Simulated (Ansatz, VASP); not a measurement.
## Be2Sn in VASP and in Ansatz

The input POSCAR:

```
Be2Sn
1.0
    0.0000000000      2.9015655565      2.9015655565
    2.9015655565      0.0000000000      2.9015655565
    2.9015655565      2.9015655565      0.0000000000
Sn Be
1 2
Direct
    0.0000000000      0.0000000000      0.0000000000
    0.2500000000      0.2500000000      0.2500000000
    0.7500000000      0.7500000000      0.7500000000
```

File INCAR.step1:

```
SYSTEM = Be2Sn
ALGO = Normal ; EDIFF = 1E-4
ENCUT = 520 ; GGA = PE
ISMEAR = -1 ; LASPH = .TRUE.
LCHARG = .FALSE. ; LREAL = .FALSE.
LWAVE = .TRUE. ; NBANDS = 16
NELM = 60 ; PREC = Accurate
SIGMA = 0.02
```

File INCAR.step2:

```
SYSTEM = Be2Sn
ALGO = Normal ; EDIFF = 1E-6
ENCUT = 520 ; ISIF = 2
ISMEAR = -1 ; ISTART = 1
LASPH = .TRUE. ; LCHARG = .FALSE.
LMIXTAU = .TRUE. ; LREAL = .FALSE.
LWAVE = .FALSE. ; METAGGA = R2SCAN
NBANDS = 16 ; NELM = 60
PREC = Accurate ; SIGMA = 0.02
```

File KPOINTS:

```
k-points
0
G
  6 6 6
  0 0 0
```

Input for Ansatz:

```yaml
crystal:
  lattice:
    - [0.0, 2.9015655565, 2.9015655565]
    - [2.9015655565, 0.0, 2.9015655565]
    - [2.9015655565, 2.9015655565, 0.0]
  atoms:
    - { symbol: Sn, position: [0.0, 0.0, 0.0] }
    - { symbol: Be, position: [0.25, 0.25, 0.25] }
    - { symbol: Be, position: [0.75, 0.75, 0.75] }
kpoints:
  mp_grid: { grid: [6, 6, 6] }
hamiltonian:
  xc: r2scan
scf:
  occupations: { method: fermi_dirac, width: 0.02 }
  n_extra_bands: 4
output:
  forces: true
  stress: true
  eigenvalues: true
```

Alike in both runs: task single point; functional r2SCAN; k mesh 6 × 6 × 6; occupations fermi-dirac, width 0.02 eV; no spin polarisation.

|  | VASP | Ansatz |
| --- | --- | --- |
| version | VASP 6.6.1 | Ansatz 0.2.0 |
| potentials or method | VASP PAW PBE potentials, release 64 (Sn_d, Be) | plane waves |
| plane-wave cutoff (eV) | 520 | 500 |
| valence electrons in the cell | 18 | 18 |

```tsv
	VASP	Ansatz	Ansatz less VASP
pressure (GPa)	-0.2	-0.2	0.00
```

VASP's potentials were made for PBE, not for r2SCAN.
